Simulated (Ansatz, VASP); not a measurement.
## Two plane-wave programs on InGa3P4

File INCAR:

```
PREC     = Accurate       # precision mode
ENCUT    = 520            # plane-wave cutoff, eV
EDIFF    = 1E-6           # SCF threshold, eV
ISMEAR   = 0              # smearing method
SIGMA    = 0.01           # smearing width, eV
LREAL    = False          # projectors in reciprocal space
LASPH    = True           # aspherical terms in the spheres
NELM     = 80             # most SCF steps
ALGO     = Normal         # electronic algorithm
ISIF     = 2              # what is computed and relaxed
LWAVE    = False          # write WAVECAR
LCHARG   = True           # write CHGCAR
GGA      = PE             # functional
LELF     = True           # ELF
LVHAR    = True         
NBANDS   = 46             # bands
```

File KPOINTS:

```
Automatic mesh
0
Gamma
  6 4 4
```

The input POSCAR:

```
InGa3P4
1.0
    4.0117732747      0.0000000000      0.0000000000
    0.0000000000      4.0160860066      5.6839211408
    0.0000000000     -4.0160860066      5.6839211408
Ga In P
3 1 4
Direct
    0.0000000000     -0.0003174584     -0.0003174584
    0.5000000000     -0.0000952197      0.5003339615
    0.5000000000      0.5003339615     -0.0000952197
    0.0000000000      0.4994050850      0.4994050850
    0.5000000000      0.1250567402      0.1250567402
    0.0000000000      0.1099787435      0.6299117368
    0.0000000000      0.6299117368      0.1099787435
    0.5000000000      0.6357264111      0.6357264111
```

Input for Ansatz:

```yaml
crystal:
  lattice:
    - [4.0117732747, 0.0, 0.0]
    - [0.0, 4.0160860066, 5.6839211408]
    - [0.0, -4.0160860066, 5.6839211408]
  atoms:
    - { symbol: Ga, position: [0.0, -0.0003174584, -0.0003174584] }
    - { symbol: Ga, position: [0.5, -9.52197e-05, 0.5003339615] }
    - { symbol: Ga, position: [0.5, 0.5003339615, -9.52197e-05] }
    - { symbol: In, position: [0.0, 0.499405085, 0.499405085] }
    - { symbol: P, position: [0.5, 0.1250567402, 0.1250567402] }
    - { symbol: P, position: [0.0, 0.1099787435, 0.6299117368] }
    - { symbol: P, position: [0.0, 0.6299117368, 0.1099787435] }
    - { symbol: P, position: [0.5, 0.6357264111, 0.6357264111] }
kpoints:
  mp_grid: { grid: [6, 4, 4] }
hamiltonian:
  xc: pbe
scf:
  occupations: { method: fixed }
  n_extra_bands: 6
output:
  forces: true
  stress: true
  eigenvalues: true
```

Alike in both runs: task single point; functional PBE; k mesh 6 × 4 × 4; no spin polarisation.

```csv
,VASP,Ansatz
version,VASP 6.6.1,Ansatz 0.2.0
potentials or method,"VASP PAW PBE potentials, release 64 (Ga_d, In_d, P)","plane waves, PAW"
plane-wave cutoff (eV),520,420
occupations,"gaussian, width 0.01 eV",fixed
valence electrons in the cell,72,72
```

```tsv
	VASP	Ansatz	Ansatz less VASP
gap on the k mesh at the Fermi level (eV)	0.70	0.71	+0.006
pressure (GPa)	-2.0	-2.0	+0.04
rms of the force components (eV/Å)	0.017	0.016	-0.0017
```

Atom by atom the forces differ by 0.002 eV/Å (rms over components).
